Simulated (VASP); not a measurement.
Runs of VASP 6.6.1 on BN. The structure is that of space group P6_3/mmc (No. 194), or close to it. The cells are those of the table. 

```csv
task,level,cell,k mesh,cutoff (eV),share of exact exchange,screening parameter,gap on the mesh (eV),pressure (GPa),relaxed volume (Å³/atom)
single point,r2SCAN-based global hybrid with 15 % exact exchange,"a = 2.498, b = 2.498, c = 6.636 Å, angles 90.0, 90.0, 120.0°, 4 atoms",7 × 7 × 3,520,0.15,-,6.26,-0.5,-
single point,PBE0,"a = 2.495, b = 2.495, c = 7.948 Å, angles 90.0, 90.0, 120.0°, 4 atoms",6 × 6 × 2,520,0.25,-,(b),0.1,-
single point,r2SCAN-based global hybrid with 10 % exact exchange,"a = 2.498, b = 2.498, c = 6.636 Å, angles 90.0, 90.0, 120.0°, 4 atoms",7 × 7 × 3,520,0.1,-,5.88,0.2,-
single point,r2SCAN-based global hybrid with 35 % exact exchange,"a = 2.498, b = 2.498, c = 6.636 Å, angles 90.0, 90.0, 120.0°, 4 atoms",7 × 7 × 3,520,0.35,-,7.80,(c),-
single point,r2SCAN-based global hybrid with 25 % exact exchange,"a = 2.498, b = 2.498, c = 6.636 Å, angles 90.0, 90.0, 120.0°, 4 atoms",7 × 7 × 3,520,0.25,-,(a),-1.8,-
relaxation of cell and atoms,PBE0,"relaxed from a = 2.498, b = 2.498, c = 6.636 Å, angles 90.0, 90.0, 120.0°, 4 atoms",6 × 6 × 2,600,0.25,-,6.54,0.0,10.00
relaxation of cell and atoms,PBE-based screened hybrid with 25 % exact exchange,"relaxed from a = 2.498, b = 2.498, c = 6.636 Å, angles 90.0, 90.0, 120.0°, 4 atoms",6 × 6 × 2,600,0.25,0.3 1/Å,5.52,0.0,10.19
```

Alike in all rows: potentials or basis VASP PAW PBE potentials, release 64 (N, B); no spin polarisation; smearing fermi-dirac 0.05 eV.

Fill in the values left out.

(a) 7.02; (b) 6.35; (c) -3.1.

Caveats: some runs use coarse meshes; the PAW data sets were made with another functional, which shifts forces and pressure a little; this functional lacks dispersion, which binds layers or chains, so the pressure and a relaxed spacing across them are unreliable (at least some runs); the stress differs along the axes, from -5 to 1 GPa (at least some runs).

A k mesh can miss the band edges.
